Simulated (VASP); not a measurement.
Se: electric field gradients with PBE

Se:

```xyz
3
Lattice="4.3951 0.0000 0.0000 -2.1976 3.8063 0.0000 0.0000 0.0000 4.9864" Properties=species:S:1:pos:R:3 pbc="T T T"
Se    0.9907    0.0000    1.6621
Se   -0.4953    0.8579    3.3243
Se    1.7022    2.9483    0.0000
```

* Program: VASP 6.6.1
* Task: electric field gradients
* Functional: PBE
* Potentials or basis: VASP PAW PBE potentials, release 64 (Se)
* Cutoff: 520 eV
* k mesh: 6 × 6 × 5
* Occupations: fermi-dirac, width 0.03 eV
* Spin: no spin polarisation
* Dipole correction: no
* Further INCAR settings: ALGO = Normal; EDIFF = 1e-08; NBANDS = 16

```yaml
Pressure: 1.7 GPa
Largest_force: 0.227 eV/Å
Band_gap_on_the_k_mesh: 1.32 eV (least direct gap 1.47 eV)
Largest_electric_field_gradient_by_atom: Se -508.1 V/Å²
```

Forces on the atoms (eV/Å):
```
Se   0.227  0.000  0.000
Se  -0.113  0.197  0.000
Se  -0.113 -0.197  0.000
```

Stress tensor (GPa, compression positive):
```
1.35 0.00 0.00
0.00 1.35 0.00
0.00 0.00 2.49
```

Levels at points of the mesh, in eV from the valence-band top:
| k point | band 6 | band 7 | band 8 | band 9 | band 10 | band 11 | band 12 | band 13 |
| --- | --- | --- | --- | --- | --- | --- | --- | --- |
| (0.00, 0.00, 0.00) | -3.56 | -1.87 | -1.87 | -0.29 | 1.96 | 1.96 | 2.27 | 6.23 |
| (0.50, 0.00, 0.00) | -3.25 | -2.72 | -1.63 | -0.86 | 2.02 | 2.41 | 4.12 | 5.44 |

Electric field gradients, principal values (V/Å²):
```tsv
atom	least	middle	greatest (by size)
1 Se	170.844	337.242	-508.086
2 Se	170.844	337.242	-508.086
3 Se	170.843	337.242	-508.085
```

Wall time 14 s on 1 thread of Intel(R) Xeon(R) 6975P-C (Granite Rapids), on a shared host, peak memory 0.22 GiB.

Caveat: without QUAD_EFG the Cq values of the log hold for a quadrupole moment of 1 mb, not for the nuclei; an odd mesh through Γ misses points on the zone boundary, where band edges can lie.
